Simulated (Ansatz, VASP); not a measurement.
# One calculation of Li, two programs

```xyz
1
Lattice="-1.7113 1.7113 1.7113 1.7113 -1.7113 1.7113 1.7113 1.7113 -1.7113" Properties=species:S:1:pos:R:3 pbc="T T T"
Li    0.0000    0.0000    0.0000
```

Alike in both runs: task relaxation of cell and atoms; functional PBEsol; k mesh 18 × 18 × 18; occupations gaussian, width 0.1 eV; no spin polarisation.

|  | VASP | Ansatz |
| --- | --- | --- |
| version | VASP 6.6.1 | Ansatz 0.2.0 |
| potentials or method | VASP PAW PBE potentials, release 64 (Li_sv), cutoff 600 eV | scalar-relativistic, plane waves, PAW |
| valence electrons in the cell | 3 | 3 |

VASP gave:

| Quantity | Value |
| --- | --- |
| gap on the k mesh at the Fermi level, each at its own relaxed structure (eV) | none |
| relaxed volume (Å³/atom) | 20.05 |
| relaxed cell length with the largest relative difference (Å) | 2.964 |

**Question.** Which values does Ansatz return?

**Answer.** gap on the k mesh at the Fermi level, each at its own relaxed structure (eV): none; relaxed volume (Å³/atom): 20.13; relaxed cell length with the largest relative difference (Å): 2.968.

VASP's potentials were made for PBE, not for PBEsol. A gap of «none» marks a metal or a gap that the smearing closes.

Noted on VASP's run: the cutoff is short for stress, so the pressure is rough; the relaxation stopped at its first step, so nothing moved.
